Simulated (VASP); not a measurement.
# Se (Fd-3m) in VASP: further runs, part 2 of 2

VASP 6.6.1. Earlier steps stand in the parts before.

**3. Single point, BLYP**

This run uses another cell than the first one, of 34.22 Å³/atom, 1.042 times its volume.

The input, INCAR:

```
SYSTEM = Se
PREC = Accurate ; ENCUT = 520
EDIFF = 1E-7 ; ISMEAR = -1
SIGMA = 0.1 ; LREAL = .FALSE.
LASPH = .TRUE. ; NELM = 100
ALGO = Normal ; ISIF = 2
LWAVE = .FALSE. ; LCHARG = .FALSE.
GGA = B5 ; ALDAX = 1.0
AGGAX = 1.0 ; AGGAC = 1.0
ALDAC = 0.0 ; NBANDS = 13
```

The input, KPOINTS:

```
regular mesh
0
G
  10 10 10
  0 0 0
```

The input, POSCAR:

```
Se
1.0
    0.0000000000      3.2464690044      3.2464690044
    3.2464690044      0.0000000000      3.2464690044
    3.2464690044      3.2464690044      0.0000000000
Se
2
Direct
    0.1250000000      0.1250000000      0.1250000000
    0.8750000000      0.8750000000      0.8750000000
```

Potentials or basis: VASP PAW PBE potentials, release 64 (Se).

On the command line:

```
$ cat potpaw_PBE.64/Se/POTCAR > POTCAR
$ mpirun -np 1 vasp_std > vasp.out
```

OUTCAR:

```text
SYSTEM = Se
   PREC = Accurate
   ENCUT = 520
   EDIFF = 1E-7
   ISMEAR = -1
   LREAL = .FALSE.
   LASPH = .TRUE.
   NELM = 100
   ISIF = 2
   GGA = B5

 ion  position               nearest neighbor table
   1  0.125  0.125  0.125-
   2  0.875  0.875  0.875-

  LATTYP: Found a face centered cubic cell.
 ALAT       =     6.4929380088

  Lattice vectors:

 A1 = (   0.0000000000,   3.2464690044,   3.2464690044)
 A2 = (   3.2464690044,   0.0000000000,   3.2464690044)
 A3 = (   3.2464690044,   3.2464690044,   0.0000000000)

Analysis of symmetry for initial positions (statically):
=====================================================================
 Subroutine PRICEL returns:
 Original cell was already a primitive cell.

 Routine SETGRP: Setting up the symmetry group for a
 face centered cubic supercell.

 Subroutine GETGRP returns: Found 48 space group operations
 (whereof 12 operations were pure point group operations)
 out of a pool of 48 trial point group operations.

The static configuration has the point symmetry D_3d.
 The point group associated with its full space group is O_h .

Analysis of symmetry for dynamics (positions and initial velocities):
=====================================================================
 Subroutine PRICEL returns:
 Original cell was already a primitive cell.

 Routine SETGRP: Setting up the symmetry group for a
 face centered cubic supercell.

 Subroutine GETGRP returns: Found 48 space group operations
 (whereof 12 operations were pure point group operations)
 out of a pool of 48 trial point group operations.

The dynamic configuration has the point symmetry D_3d.
 The point group associated with its full space group is O_h .

 Subroutine INISYM returns: Found 48 space group operations
 (whereof 12 operations are pure point group operations),
 and found     1 'primitive' translations

----------------------------------------------------------------------------------------

                                     Primitive cell

  volume of cell :      68.4327

  direct lattice vectors                    reciprocal lattice vectors
     0.000000000  3.246469004  3.246469004    -0.154013483  0.154013483  0.154013483
     3.246469004  0.000000000  3.246469004     0.154013483 -0.154013483  0.154013483
     3.246469004  3.246469004  0.000000000     0.154013483  0.154013483 -0.154013483

  length of vectors
     4.591200496  4.591200496  4.591200496     0.266759178  0.266759178  0.266759178

  position of ions in fractional coordinates (direct lattice)
     0.125000000  0.125000000  0.125000000
     0.875000000  0.875000000  0.875000000

  ion indices of the primitive-cell ions
   primitive index   ion index
                 1           1
                 2           2

----------------------------------------------------------------------------------------

 KPOINTS: regular mesh

Automatic generation of k-mesh.
 Grid dimensions read from file:
 generate k-points for:   10   10   10

 Generating k-lattice:

  Cartesian coordinates                     Fractional coordinates (reciprocal lattice)
    -0.015401348  0.015401348  0.015401348     0.100000000  0.000000000  0.000000000
     0.015401348 -0.015401348  0.015401348     0.000000000  0.100000000  0.000000000
     0.015401348  0.015401348 -0.015401348     0.000000000  0.000000000  0.100000000

  Length of vectors
     0.026675918  0.026675918  0.026675918

  Shift w.r.t. Gamma in fractional coordinates (k-lattice)
     0.000000000  0.000000000  0.000000000

 Subroutine IBZKPT returns following result:
 ===========================================

 Found     47 irreducible k-points:

 Following reciprocal coordinates:
            Coordinates               Weight
  0.000000  0.000000  0.000000      1.000000
  0.100000  0.000000  0.000000      8.000000
  0.200000  0.000000  0.000000      8.000000
  0.300000  0.000000  0.000000      8.000000
  0.400000  0.000000  0.000000      8.000000
  0.500000  0.000000  0.000000      4.000000
[... 16 lines left out ...]
  0.300000  0.300000  0.000000      6.000000
  0.400000  0.300000  0.000000     24.000000
 [... further k-points ...]
   k-points           NKPTS =     47   k-points in BZ     NKDIM =     47   number of bands    NBANDS=     13
   number of dos      NEDOS =    301   number of ions     NIONS =      2
   total plane-waves  NPLWV =  46656
   dimension x,y,z NGX =    36 NGY =   36 NGZ =   36
   dimension x,y,z NGXF=    72 NGYF=   72 NGZF=   72
   ions per type =               2
   NGX,Y,Z   is equivalent  to a cutoff of  13.04, 13.04, 13.04 a.u.
   NGXF,Y,Z  is equivalent  to a cutoff of  26.07, 26.07, 26.07 a.u.
 SYSTEM =  Se
   PREC   = accura    normal or accurate (medium, high low for compatibility)
   ISTART =      0    job   : 0-new  1-cont  2-samecut
   ICHARG =      2    charge: 1-file 2-atom 10-const
   ISPIN  =      1    spin polarized calculation?
   LNONCOLLINEAR =      F non collinear calculations
   LSORBIT =      F    spin-orbit coupling
   LASPH  =      T    aspherical Exc in radial PAW
   ENCUT  =  520.0 eV  38.22 Ry    6.18 a.u.   8.54  8.54  8.54*2*pi/ulx,y,z
   NELM   =    100;   NELMIN=  2; NELMDL= -5     # of ELM steps
   EDIFF  = 0.1E-06   stopping-criterion for ELM
   LREAL  =      F    real-space projection
   EDIFFG = 0.1E-05   stopping-criterion for IOM
   NSW    =      0    number of steps for IOM
   IBRION =     -1    ionic relax: 0-MD 1-quasi-New 2-CG
   NFREE  =      0    steps in history (QN), initial steepest desc. (CG)
   ISIF   =      2    stress and relaxation
   ISYM   =      2    0-nonsym 1-usesym 2-fastsym
   POTIM  = 0.5000    time-step for ionic-motion
   TEBEG  =    0.0;   TEEND  =   0.0 temperature during run
   PSTRESS=    0.0 pullay stress
   NELECT =      12.0000    total number of electrons
   NUPDOWN=      -1.0000    fix difference up-down
   EMIN   =  10.00;   EMAX   =-10.00  energy-range for DOS
   EFERMI =   0.00;   METHOD = LEGACY
   ISMEAR =    -1;   SIGMA  =   0.10  broadening in eV -4-tet -1-fermi 0-gaus
   EFERMI_NEDOS =   21; number of points for ismear=-14 and -15
   IALGO  =     38    algorithm
   IMIX   =      4    mixing-type and parameters
     AMIX     =   0.40;   BMIX     =  1.00
     AMIX_MAG =   1.60;   BMIX_MAG =  1.00
  volume/ion in A,a.u.               =      34.22       230.90
  Fermi-wavevector in a.u.,A,eV,Ry     =   0.916320  1.731594 11.424036  0.839643
  Thomas-Fermi vector in A             =   2.041162
   LORBIT       =      0    0 simple, 1 ext, 2 COOP (PROOUT), +10 PAW based schemes
   GGA     = B5    functional components
   LHFCALC =     F    Hartree Fock is set to
   AEXX    =    0.0000 exact exchange contribution
   IVDW    =     0    specifies the selected vdW correction
   LEPSILON=     F    determine dielectric tensor
   LRPA    =     F    only Hartree local field effects (RPA)
 non-spin polarized calculation
  energy-cutoff  :      520.00
  volume of cell :       68.43
 maximum number of plane-waves:      1863
 NGX is ok and might be reduce to    36
   NGX = 17   NGY = 17   NGZ = 17

 number of electron      12.0000002 magnetization

 Free energy of the ion-electron system (eV)
  ---------------------------------------------------
  ext. energy  EPLUGINS =         0.00000000
  ---------------------------------------------------
  free energy    TOTEN  =        -5.15816214 eV

  energy without entropy =       -5.10018298  energy(sigma->0) =       -5.12917256

 E-fermi :   1.7130     XC(G=0):  -7.3718

 val. band max:        1.7104054924   @ k =  -0.3000   0.2000   0.0000
 cond. band min:       1.7203634692   @ k =   0.2000   0.1000   0.0000
 fundamental gap:      0.0099579768
 Fermi energy:         1.7130389072

 k-point     1 :       0.0000    0.0000    0.0000
  band No.  band energies     occupation
      1     -13.0314      2.00000
      2      -8.7839      2.00000
      3      -1.3505      2.00000
      4      -1.3505      2.00000
      5      -1.3505      2.00000
      6       1.0855      1.99624
      7       1.0855      1.99624
      8       1.0855      1.99624
      9       6.2863      0.00000
     10       9.5916      0.00000
     11       9.5916      0.00000
     12      11.3498      0.00000
     13      11.3498      0.00000
[... 353 lines left out ...]
 k-point    24 :       0.4000    0.3000    0.0000
  band No.  band energies     occupation
      1     -12.1111      2.00000
      2     -10.3385      2.00000
      3      -2.5593      2.00000
      4      -2.4427      2.00000
      5      -0.3135      2.00000
      6       0.3575      2.00000
      7       3.0075      0.00000
      8       3.0483      0.00000
      9       7.3908      0.00000
     10       8.8393      0.00000
     11      11.0379      0.00000
     12      12.1430      0.00000
     13      12.1826      0.00000

 [... further k-points ...]
[... 5 lines left out ...]
  --------------------------------------------------------------------------------------
  -------------------------------------------------------------------------------------
  Total        0.0362025      0.0362025      0.0362025     -0.0000000     -0.0000000      0.0000000
  in kB        0.8475888      0.8475888      0.8475888     -0.0000000     -0.0000000      0.0000000
  external PRESSURE =       0.8475888 kB  Pullay stress =       0.0000000 kB

 VOLUME and BASIS-vectors are now :
 -----------------------------------------------------------------------------
  energy-cutoff  :      520.00
  volume of cell :       68.43
      direct lattice vectors                 reciprocal lattice vectors
     0.000000000  3.246469004  3.246469004    -0.154013483  0.154013483  0.154013483
     3.246469004  0.000000000  3.246469004     0.154013483 -0.154013483  0.154013483
     3.246469004  3.246469004  0.000000000     0.154013483  0.154013483 -0.154013483

 POSITION                                       TOTAL-FORCE (eV/Angst)
 -----------------------------------------------------------------------------------
      0.81162      0.81162      0.81162         0.000000      0.000000      0.000000
      5.68132      5.68132      5.68132        -0.000000     -0.000000     -0.000000
 -----------------------------------------------------------------------------------
    total drift:                               -0.000000     -0.000000     -0.000000

  FREE ENERGIE OF THE ION-ELECTRON SYSTEM (eV)
  ---------------------------------------------------
  free  energy   TOTEN  =        -5.1581621424 eV

  energy  without entropy=       -5.1001829836  energy(sigma->0) =       -5.12917256
```

OSZICAR:

```text
N       E                     dE             d eps       ncg     rms          rms(c)
DAV:   1     0.512801667771E+02    0.51280E+02   -0.47610E+03  1222   0.746E+02
DAV:   2    -0.182898857713E+01   -0.53109E+02   -0.50745E+02  1735   0.123E+02
DAV:   3    -0.512924211409E+01   -0.33003E+01   -0.32693E+01  1517   0.333E+01
DAV:   4    -0.515826292378E+01   -0.29021E-01   -0.29013E-01  1447   0.379E+00
DAV:   5    -0.515850633474E+01   -0.24341E-03   -0.24341E-03  1547   0.347E-01    0.434E+00
DAV:   6    -0.515783204090E+01    0.67429E-03   -0.16589E-03  1482   0.272E-01    0.260E+00
DAV:   7    -0.515811067999E+01   -0.27864E-03   -0.35868E-03  1417   0.405E-01    0.436E-02
DAV:   8    -0.515815644567E+01   -0.45766E-04   -0.99387E-05  1547   0.671E-02    0.102E-02
DAV:   9    -0.515816161009E+01   -0.51644E-05   -0.59677E-06  1532   0.183E-02    0.378E-03
DAV:  10    -0.515816217425E+01   -0.56416E-06   -0.15293E-06  1492   0.683E-03    0.962E-04
DAV:  11    -0.515816214237E+01    0.31881E-07   -0.42213E-08  1141   0.151E-03
   1 F= -.51581621E+01 E0= -.51291726E+01  d E =-.579792E-01
```

Wall time 26 s (1 thread of Intel Xeon 6975P-C (Granite Rapids), shared host); peak memory 0.21 GiB.

Results:

* Free energy: -5.1582 eV
* Pressure: 0.1 GPa
* Band gap on the k mesh: zero (band 6 reaches 2.04 eV, above the bottom of band 7 at 1.09 eV)

Caveat: the PAW data sets were made with another functional, which shifts forces and pressure a little.

**4. Single point, BLYP (volume scaled by 1.04)**

The input, INCAR:

```
SYSTEM = Se
PREC = Accurate
ENCUT = 520
EDIFF = 1E-6
ISMEAR = -1
SIGMA = 0.1
LREAL = .FALSE.
LASPH = .TRUE.
NELM = 100
ALGO = Normal
ISIF = 2
LWAVE = .FALSE.
LCHARG = .TRUE.
GGA = B5
ALDAX = 1.0
AGGAX = 1.0
AGGAC = 1.0
ALDAC = 0.0
LELF = .TRUE.
LVHAR = .TRUE.
NBANDS = 13
```

KPOINTS is that of step 3.

The input, POSCAR:

```
Se
1.0
    0.0000000000      3.2891906010      3.2891906010
    3.2891906010      0.0000000000      3.2891906010
    3.2891906010      3.2891906010      0.0000000000
Se
2
Direct
    0.1250000000      0.1250000000      0.1250000000
    0.8750000000      0.8750000000      0.8750000000
```

On the command line:

```
$ cat potpaw_PBE.64/Se/POTCAR > POTCAR
$ mpirun -np 1 vasp_std > vasp.out
```

It took 28 s on 1 thread of Intel Xeon 6975P-C (Granite Rapids), shared host; peak memory 0.21 GiB.

The run converged. Its results:

```yaml
Free_energy: -5.1492 eV
Pressure: -1.1 GPa
Band_gap_on_the_k_mesh: zero (band 6 reaches 1.72 eV, above the bottom of band 7 at 0.81 eV)
```

Levels at points of the mesh, in eV from the Fermi level:
```
           k point  band 2  band 3  band 4  band 5  band 6  band 7  band 8  band 9  band 10  band 11
(0.00, 0.00, 0.00)  -10.58   -2.93   -2.93   -2.93   -0.58   -0.58   -0.58    4.58     7.92     7.92
(0.50, 0.00, 0.00)  -11.91   -3.61   -3.53   -3.53    0.33    0.33    1.20    7.00     7.08     8.06
(0.50, 0.50, 0.00)  -12.88   -4.17   -4.17   -1.69   -1.69    1.74    1.74    6.32     6.32     9.83
```

Caveat: the cell differs from its parent crystal (volume scaled by 1.04); the PAW data sets were made with another functional, which shifts forces and pressure a little.

**5. The runs side by side**

| cell | gap on the mesh (eV) | pressure (GPa) |
| --- | --- | --- |
| a = 4.529 Å, angles 60.0°, 2 atoms | none | 1.6 |
| a = 4.591 Å, angles 60.0°, 2 atoms | none | 0.1 |
| a = 4.652 Å, angles 60.0°, 2 atoms | none | -1.1 |

Alike in all rows: task single point; level BLYP; potentials or basis VASP PAW PBE potentials, release 64 (Se); no spin polarisation; k mesh 10 × 10 × 10; cutoff (eV) 520; smearing fermi-dirac 0.1 eV.

Caveats: the PAW data sets were made with another functional, which shifts forces and pressure a little.

Total energies depend on the potentials used, so only differences within one code and one set of settings carry meaning.
